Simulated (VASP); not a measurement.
# Na4TmSb (P4/mmm) in VASP: further runs, part 2 of 2

VASP 6.6.1.

## 3. Single point, PBE

INCAR reads:

```
PREC = Accurate ; ENCUT = 500
EDIFF = 1E-6 ; ISMEAR = 0
SIGMA = 0.1 ; LREAL = F
LASPH = T ; NELM = 200
ALGO = Normal ; ISIF = 2
LWAVE = F ; LCHARG = F
GGA = PE ; NBANDS = 30
GGA_COMPAT = F ; LMAXMIX = 6
```

KPOINTS reads:

```
Automatic mesh
0
Gamma
  10 10 5
```

POSCAR reads:

```
Na4TmSb
1.0
    5.0600939692      0.0000000000      0.0000000000
    0.0000000000      5.0600939692      0.0000000000
    0.0000000000      0.0000000000      9.2959752077
Na Tm Sb
4 1 1
Direct
    0.5000000000      0.0000000000      0.1870085206
    0.5000000000      0.0000000000      0.8129914794
    0.0000000000      0.5000000000      0.8129914794
    0.0000000000      0.5000000000      0.1870085206
    0.0000000000      0.0000000000      0.5000000000
    0.5000000000      0.5000000000      0.0000000000
```

Potentials or basis: VASP PAW PBE potentials, release 64 (Na_pv, Tm_3, Sb), 4f in core.

Run with:

```sh
> cat potpaw_PBE.64/Na_pv/POTCAR potpaw_PBE.64/Tm_3/POTCAR potpaw_PBE.64/Sb/POTCAR > POTCAR
> mpirun -np 1 vasp_std > vasp.out
```

OUTCAR:

```text
PREC = Accurate
   ENCUT = 500
   EDIFF = 1E-6
   ISMEAR = 0
   LREAL = F
   LASPH = T
   NELM = 200
   ISIF = 2
   GGA = PE

 ion  position               nearest neighbor table
   1  0.500  0.000  0.187-   6 3.07   6 3.07
   2  0.500  0.000  0.813-   6 3.07   6 3.07
   3  0.000  0.500  0.813-   6 3.07   6 3.07
   4  0.000  0.500  0.187-   6 3.07   6 3.07
   5  0.000  0.000  0.500-
   6  0.500  0.500  0.000-   1 3.07   2 3.07   3 3.07   4 3.07   1 3.07   2 3.07   3 3.07   4 3.07

  LATTYP: Found a simple tetragonal cell.
 ALAT       =     5.0600939692
 C/A-ratio  =     1.8371151335

  Lattice vectors:

 A1 = (   5.0600939692,   0.0000000000,   0.0000000000)
 A2 = (   0.0000000000,   5.0600939692,   0.0000000000)
 A3 = (   0.0000000000,   0.0000000000,   9.2959752077)

Analysis of symmetry for initial positions (statically):
=====================================================================
 Subroutine PRICEL returns:
 Original cell was already a primitive cell.

 Routine SETGRP: Setting up the symmetry group for a
 simple tetragonal supercell.

 Subroutine GETGRP returns: Found 16 space group operations
 (whereof 16 operations were pure point group operations)
 out of a pool of 16 trial point group operations.

The static configuration has the point symmetry D_4h.

Analysis of symmetry for dynamics (positions and initial velocities):
=====================================================================
 Subroutine PRICEL returns:
 Original cell was already a primitive cell.

 Routine SETGRP: Setting up the symmetry group for a
 simple tetragonal supercell.

 Subroutine GETGRP returns: Found 16 space group operations
 (whereof 16 operations were pure point group operations)
 out of a pool of 16 trial point group operations.

The dynamic configuration has the point symmetry D_4h.

 Subroutine INISYM returns: Found 16 space group operations
 (whereof 16 operations are pure point group operations),
 and found     1 'primitive' translations

----------------------------------------------------------------------------------------

                                     Primitive cell

  volume of cell :     238.0193

  direct lattice vectors                    reciprocal lattice vectors
     5.060093969  0.000000000  0.000000000     0.197624788  0.000000000  0.000000000
     0.000000000  5.060093969  0.000000000     0.000000000  0.197624788  0.000000000
     0.000000000  0.000000000  9.295975208     0.000000000  0.000000000  0.107573437

  length of vectors
     5.060093969  5.060093969  9.295975208     0.197624788  0.197624788  0.107573437

  position of ions in fractional coordinates (direct lattice)
     0.500000000  0.000000000  0.187008521
     0.500000000  0.000000000  0.812991479
     0.000000000  0.500000000  0.812991479
     0.000000000  0.500000000  0.187008521
     0.000000000  0.000000000  0.500000000
     0.500000000  0.500000000  0.000000000

  ion indices of the primitive-cell ions
   primitive index   ion index
                 1           1
                 2           2
                 3           3
                 4           4
                 5           5
                 6           6

----------------------------------------------------------------------------------------

 KPOINTS: Automatic mesh

Automatic generation of k-mesh.
 Grid dimensions read from file:
 generate k-points for:   10   10    5

 Generating k-lattice:

  Cartesian coordinates                     Fractional coordinates (reciprocal lattice)
     0.019762479  0.000000000  0.000000000     0.100000000  0.000000000  0.000000000
     0.000000000  0.019762479  0.000000000     0.000000000  0.100000000  0.000000000
     0.000000000  0.000000000  0.021514687     0.000000000  0.000000000  0.200000000

  Length of vectors
     0.019762479  0.019762479  0.021514687

  Shift w.r.t. Gamma in fractional coordinates (k-lattice)
     0.000000000  0.000000000  0.000000000

 Subroutine IBZKPT returns following result:
 ===========================================

 Found     63 irreducible k-points:

 Following reciprocal coordinates:
            Coordinates               Weight
  0.000000  0.000000  0.000000      1.000000
  0.100000  0.000000  0.000000      4.000000
  0.200000  0.000000  0.000000      4.000000
  0.300000  0.000000  0.000000      4.000000
  0.400000  0.000000  0.000000      4.000000
  0.500000  0.000000  0.000000      2.000000
[... 16 lines left out ...]
  0.100000  0.000000  0.200000      8.000000
  0.200000  0.000000  0.200000      8.000000
 [... further k-points ...]
   k-points           NKPTS =     63   k-points in BZ     NKDIM =     63   number of bands    NBANDS=     30
   number of dos      NEDOS =    301   number of ions     NIONS =      6
   total plane-waves  NPLWV = 112000
   dimension x,y,z NGX =    40 NGY =   40 NGZ =   70
   dimension x,y,z NGXF=    80 NGYF=   80 NGZF=  140
   ions per type =               4   1   1
   NGX,Y,Z   is equivalent  to a cutoff of  13.14, 13.14, 12.52 a.u.
   NGXF,Y,Z  is equivalent  to a cutoff of  26.28, 26.28, 25.04 a.u.
 SYSTEM =  unknown system
   PREC   = accura    normal or accurate (medium, high low for compatibility)
   ISTART =      0    job   : 0-new  1-cont  2-samecut
   ICHARG =      2    charge: 1-file 2-atom 10-const
   ISPIN  =      1    spin polarized calculation?
   LNONCOLLINEAR =      F non collinear calculations
   LSORBIT =      F    spin-orbit coupling
   LASPH  =      T    aspherical Exc in radial PAW
   ENCUT  =  500.0 eV  36.75 Ry    6.06 a.u.   9.23  9.23 16.95*2*pi/ulx,y,z
   NELM   =    200;   NELMIN=  2; NELMDL= -5     # of ELM steps
   EDIFF  = 0.1E-05   stopping-criterion for ELM
   LREAL  =      F    real-space projection
[... 7 lines left out ...]
   TEBEG  =    0.0;   TEEND  =   0.0 temperature during run
   PSTRESS=    0.0 pullay stress
   NELECT =      42.0000    total number of electrons
   NUPDOWN=      -1.0000    fix difference up-down
   EMIN   =  10.00;   EMAX   =-10.00  energy-range for DOS
   EFERMI =   0.00;   METHOD = LEGACY
   ISMEAR =     0;   SIGMA  =   0.10  broadening in eV -4-tet -1-fermi 0-gaus
   EFERMI_NEDOS =   21; number of points for ismear=-14 and -15
   IALGO  =     38    algorithm
   IMIX   =      4    mixing-type and parameters
     AMIX     =   0.40;   BMIX     =  1.00
     AMIX_MAG =   1.60;   BMIX_MAG =  1.00
  volume/ion in A,a.u.               =      39.67       267.71
  Fermi-wavevector in a.u.,A,eV,Ry     =   0.918235  1.735213 11.471830  0.843156
  Thomas-Fermi vector in A             =   2.043294
   LORBIT       =      0    0 simple, 1 ext, 2 COOP (PROOUT), +10 PAW based schemes
   GGA     = PE    functional components
   LHFCALC =     F    Hartree Fock is set to
   AEXX    =    0.0000 exact exchange contribution
   IVDW    =     0    specifies the selected vdW correction
   LEPSILON=     F    determine dielectric tensor
   LRPA    =     F    only Hartree local field effects (RPA)
 non-spin polarized calculation
 Gauss-broadening in eV      SIGMA  =   0.10
  energy-cutoff  :      500.00
  volume of cell :      238.02
 maximum number of plane-waves:      6078
 NGX is ok and might be reduce to    40
   NGX = 19   NGY = 19   NGZ = 33

 number of electron      41.9999964 magnetization

 Free energy of the ion-electron system (eV)
  ---------------------------------------------------
  ext. energy  EPLUGINS =         0.00000000
  ---------------------------------------------------
  free energy    TOTEN  =       -12.19216265 eV

  energy without entropy =      -12.14948396  energy(sigma->0) =      -12.17082331

 E-fermi :   0.9465     XC(G=0):  -6.9933

 val. band max:        0.9463417120   @ k =   0.2000   0.1000   0.2000
 cond. band min:       0.9467049675   @ k =   0.4000   0.3000   0.4000
 fundamental gap:      0.0003632556
 Fermi energy:         0.9465482352

 k-point     1 :       0.0000    0.0000    0.0000
  band No.  band energies     occupation
      1     -26.8701      2.00000
      2     -26.8639      2.00000
      3     -26.8639      2.00000
      4     -23.4423      2.00000
      5     -23.4423      2.00000
      6     -23.4401      2.00000
[... 781 lines left out ...]
     29       4.3258      0.00000
     30       4.5653      0.00000

 [... further k-points ...]

------------------------ aborting loop because EDIFF is reached ----------------------------------------

  FORCE on cell =-STRESS in cart. coord.  units (eV):
  Direction    XX          YY          ZZ          XY          YZ          ZX
  --------------------------------------------------------------------------------------
  -------------------------------------------------------------------------------------
  Total        0.0499120      0.0499120      0.0782984      0.0000000      0.0000000      0.0000000
  in kB        0.3359725      0.3359725      0.5270495      0.0000000      0.0000000      0.0000000
  external PRESSURE =       0.3996648 kB  Pullay stress =       0.0000000 kB

 VOLUME and BASIS-vectors are now :
 -----------------------------------------------------------------------------
  energy-cutoff  :      500.00
  volume of cell :      238.02
      direct lattice vectors                 reciprocal lattice vectors
     5.060093969  0.000000000  0.000000000     0.197624788  0.000000000  0.000000000
     0.000000000  5.060093969  0.000000000     0.000000000  0.197624788  0.000000000
     0.000000000  0.000000000  9.295975208     0.000000000  0.000000000  0.107573437

 POSITION                                       TOTAL-FORCE (eV/Angst)
 -----------------------------------------------------------------------------------
      2.53005      0.00000      1.73843        -0.000000      0.000000      0.003950
      2.53005      0.00000      7.55755         0.000000     -0.000000     -0.003950
      0.00000      2.53005      7.55755        -0.000000      0.000000     -0.003950
      0.00000      2.53005      1.73843         0.000000      0.000000      0.003950
      0.00000      0.00000      4.64799        -0.000000     -0.000000      0.000000
      2.53005      2.53005      0.00000        -0.000000     -0.000000      0.000000
 -----------------------------------------------------------------------------------
    total drift:                               -0.000000      0.000000      0.000000

  FREE ENERGIE OF THE ION-ELECTRON SYSTEM (eV)
  ---------------------------------------------------
  free  energy   TOTEN  =       -12.1921626478 eV

  energy  without entropy=      -12.1494839626  energy(sigma->0) =      -12.17082331
```

OSZICAR:

```text
N       E                     dE             d eps       ncg     rms          rms(c)
DAV:   1     0.329375270246E+03    0.32938E+03   -0.19852E+04  4084   0.126E+03
DAV:   2     0.135806174841E+02   -0.31579E+03   -0.31062E+03  3896   0.386E+02
DAV:   3    -0.129539314187E+02   -0.26535E+02   -0.25591E+02  4834   0.116E+02
DAV:   4    -0.142770792378E+02   -0.13231E+01   -0.13097E+01  4772   0.271E+01
DAV:   5    -0.143356856099E+02   -0.58606E-01   -0.58559E-01  5606   0.604E+00    0.791E+00
DAV:   6    -0.122806597554E+02    0.20550E+01   -0.55198E+00  5250   0.464E+00    0.430E+00
DAV:   7    -0.122126076780E+02    0.68052E-01   -0.16853E+00  5198   0.264E+00    0.212E+00
DAV:   8    -0.122461995662E+02   -0.33592E-01   -0.82166E-01  5204   0.197E+00    0.194E+00
DAV:   9    -0.121919074424E+02    0.54292E-01   -0.40891E-01  4866   0.126E+00    0.383E-01
DAV:  10    -0.121917620213E+02    0.14542E-03   -0.19795E-02  4360   0.439E-01    0.139E-01
DAV:  11    -0.121921334218E+02   -0.37140E-03   -0.16521E-03  4790   0.136E-01    0.504E-02
DAV:  12    -0.121921651629E+02   -0.31741E-04   -0.17725E-04  4658   0.424E-02    0.674E-02
DAV:  13    -0.121921644725E+02    0.69038E-06   -0.86243E-05  4694   0.243E-02    0.885E-03
DAV:  14    -0.121921620486E+02    0.24239E-05   -0.17405E-05  3928   0.929E-03    0.397E-03
DAV:  15    -0.121921626478E+02   -0.59926E-06   -0.28415E-06  3464   0.528E-03
   1 F= -.12192163E+02 E0= -.12170823E+02  d E =-.426787E-01
```

Run time: 3.4 min. Hardware: 1 thread of Intel Xeon 6975P-C (Granite Rapids), shared host; peak memory 0.58 GiB.

What came out:

| Item | Value |
| --- | --- |
| Free energy | -12.1922 eV |
| Pressure | 0.0 GPa |
| Largest force | 0.004 eV/Å |
| Band gap on the k mesh | zero (bands 21 and 22 overlap by 0.24 eV) |

Forces on the atoms (eV/Å):
```
Na   0.000  0.000  0.004
Na   0.000  0.000 -0.004
Na   0.000  0.000 -0.004
Na   0.000  0.000  0.004
Tm   0.000  0.000  0.000
Sb   0.000  0.000  0.000
```

Levels at points of the mesh, in eV from the Fermi level:
| k point | band 17 | band 18 | band 19 | band 20 | band 21 | band 22 | band 23 | band 24 | band 25 | band 26 |
| --- | --- | --- | --- | --- | --- | --- | --- | --- | --- | --- |
| (0.00, 0.00, 0.00) | -3.18 | -2.30 | -0.59 | -0.59 | -0.06 | -0.02 | 0.71 | 0.72 | 0.72 | 1.36 |
| (0.50, 0.00, 0.00) | -2.79 | -1.68 | -1.65 | -0.58 | -0.36 | -0.12 | 0.30 | 0.32 | 0.83 | 0.94 |
| (0.50, 0.50, 0.00) | -1.88 | -1.88 | -1.42 | -1.13 | -0.07 | -0.07 | -0.07 | 0.54 | 0.54 | 0.97 |

Caveat: spin-orbit coupling is left out, which moves the levels of the heavy elements; the 4f electrons are frozen in the core, so they carry no moment and show no levels. Spin polarisation is off, so any magnetic state and its effect on volume and gap are missing.
